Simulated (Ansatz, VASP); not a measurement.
Ge in VASP and in Ansatz

```xyz
8
Lattice="8.1063 0.0000 0.0000 -4.0531 7.0202 0.0000 0.0000 0.0000 2.9823" Properties=species:S:1:pos:R:3 pbc="T T T"
Ge    2.7166    0.0000    0.0000
Ge   -1.3583    2.3527    0.0000
Ge    2.6948    4.6676    0.0000
Ge    5.3896    0.0000    0.0000
Ge   -2.6948    4.6676    0.0000
Ge    1.3583    2.3527    0.0000
Ge    0.0000    4.6802    1.4912
Ge    4.0531    2.3401    1.4912
```

Alike in both runs: functional PBE; k mesh 3 × 3 × 6; occupations gaussian, width 0.1 eV; no spin polarisation.

Ansatz relaxed the structure, and its values are those at the end. VASP's run is a single point on that final structure, the one shown.

```csv
,VASP,Ansatz
version,VASP 6.6.1,Ansatz 0.2.0
potentials or method,"VASP PAW PBE potentials, release 64 (Ge_d), cutoff 520 eV","scalar-relativistic, plane waves, PAW"
valence electrons in the cell,112,112
```

```tsv
	VASP	Ansatz	Ansatz less VASP
gap on the k mesh at the Fermi level (eV)	none	none	-
pressure (GPa)	-0.1	-0.1	-0.03
rms of the force components (eV/Å)	0.004	0.006	+0.0019
```

A gap of «none» marks a metal or a gap that the smearing closes.
